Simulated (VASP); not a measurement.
Hf2N, 6 atoms in the cell. Symmetry: Pnnm, No. 58, orthorhombic system. Conventional cell: a = 4.885 Å, b = 5.252 Å, c = 3.201 Å, α = 90.00°, β = 90.00°, γ = 90.00°. Within 2.8 Å of Hf (site symmetry m) lie 3 N at 2.11 to 2.19 Å. Within 2.8 Å of N (site symmetry 2/m) lie 6 Hf at 2.11 to 2.19 Å.  This cell differs from its parent crystal: mode 4 frozen in at +0.205 Å, normal strain along x -0.0700.

| Quantity | Value |
| --- | --- |
| Program | VASP 6.6.1 |
| Task | single point |
| Functional | LDA |
| Potentials or basis | VASP PAW LDA potentials, release 64 (Hf_pv, N) |
| Cutoff | 520 eV |
| k mesh | 8 × 8 × 12 |
| Occupations | gaussian, width 0.15 eV |
| Spin | no spin polarisation |
| Dipole correction | no |
| Further INCAR settings | ALGO = Normal; EDIFF = 1e-06; NBANDS = 34 |

Potentials or basis: VASP PAW LDA potentials, release 64 (Hf_pv, N).

The run is started by

```console
$ cat potpaw_LDA.64/Hf_pv/POTCAR potpaw_LDA.64/N/POTCAR > POTCAR
$ mpirun -np 1 vasp_std > vasp.out
```

Hardware: 1 thread of Oxide Virtual Turin-like Processor, with other jobs on the host.

**Question.** How long does it take, and how much memory?

**Answer.** Wall time 6.8 min on 1 thread of Oxide Virtual Turin-like Processor, on a shared host, peak memory 0.41 GiB. Counts: scf iterations 14, k points 175.
